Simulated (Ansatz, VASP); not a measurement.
# ZrB2 in VASP and in Ansatz

```
CELL_PARAMETERS angstrom
0.00000 3.14248 3.14248
3.14248 0.00000 3.14248
3.14248 3.14248 0.00000
ATOMIC_POSITIONS crystal
Zr 0.00000 0.00000 0.00000
Zr 0.25000 0.25000 0.25000
B 0.62500 0.62500 0.62500
B 0.12500 0.62500 0.62500
B 0.62500 0.62500 0.12500
B 0.62500 0.12500 0.62500
```

Alike in both runs: task single point; functional PBE; k mesh 6 × 6 × 6; occupations gaussian, width 0.1 eV; no spin polarisation.

|  | VASP | Ansatz |
| --- | --- | --- |
| version | VASP 6.6.1 | Ansatz 0.2.0 |
| potentials or method | VASP PAW PBE potentials, release 64 (Zr_sv, B), cutoff 520 eV | scalar-relativistic, plane waves, PAW |
| valence electrons in the cell | 36 | 36 |

|  | VASP | Ansatz | Ansatz less VASP |
| --- | --- | --- | --- |
| gap on the k mesh at the Fermi level (eV) | none | none | - |
| pressure (GPa) | 2.9 | 2.8 | -0.11 |

A gap of «none» marks a metal or a gap that the smearing closes. The functional is the same, so the differences come from potentials, cutoffs and numerics.
